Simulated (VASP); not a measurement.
The system is ScAlH6.

```
Sc Al H
1.0
     2.92949    0.00000    0.00000
     0.00000    2.92949    0.00000
     0.00000    0.00000    5.91869
Sc Al H
1 1 6
Direct
  0.00000 0.00000 0.00000
  0.00000 0.00000 0.50000
  0.50000 0.50000 0.00000
  0.50000 0.50000 0.50000
  0.50000 0.00000 0.25425
  0.50000 0.00000 0.74575
  0.00000 0.50000 0.25425
  0.00000 0.50000 0.74575
```

- Program: VASP 6.6.1
- Task: relaxation of cell and atoms
- Functional: r2SCAN
- Dispersion: rVV10
- Potentials or basis: VASP PAW PBE potentials, release 64 (Sc_sv, Al, H)
- Cutoff: 600 eV
- k mesh: 8 × 8 × 4
- Occupations: fermi-dirac, width 0.03 eV
- Spin: no spin polarisation

At the start: pressure 1.1 GPa; volume 6.35 Å³/atom.

Question: Where does the relaxation end?

Answer: Over 9 steps the energy falls by 2.3 meV/atom and the volume is 6.39 Å³/atom (+0.7 %); space group P4/mmm (No. 123, to 0.1 Å) before and after.

The path:
```
step  energy change (eV)  largest force (eV/Å)  pressure (GPa)  volume (Å³)
   1              0.0000                0.1558            1.09        50.79
   2             -0.0088                0.1190            0.35        51.11
   3             -0.0151                0.0599           -0.85        51.64
   4             -0.0152                0.0557           -0.92        51.68
   5             -0.0174                0.0372           -0.39        51.40
   6             -0.0179                0.0172            0.18        51.11
   7             -0.0179                0.0216            0.06        51.16
   8             -0.0183                0.0098            0.08        51.15
   9             -0.0184                0.0028            0.07        51.14
```

Final structure:
```
Sc Al H
1.0
     2.95220    0.00000    0.00000
     0.00000    2.95220    0.00000
     0.00000    0.00000    5.86764
Sc Al H
1 1 6
Direct
  0.00000 0.00000 0.00000
  0.00000 0.00000 0.50000
  0.50000 0.50000 0.00000
  0.50000 0.50000 0.50000
  0.50000 0.00000 0.26030
  0.50000 0.00000 0.73970
  0.00000 0.50000 0.26030
  0.00000 0.50000 0.73970
```

Caveat: the PAW data sets were made with another functional, which shifts forces and pressure a little.
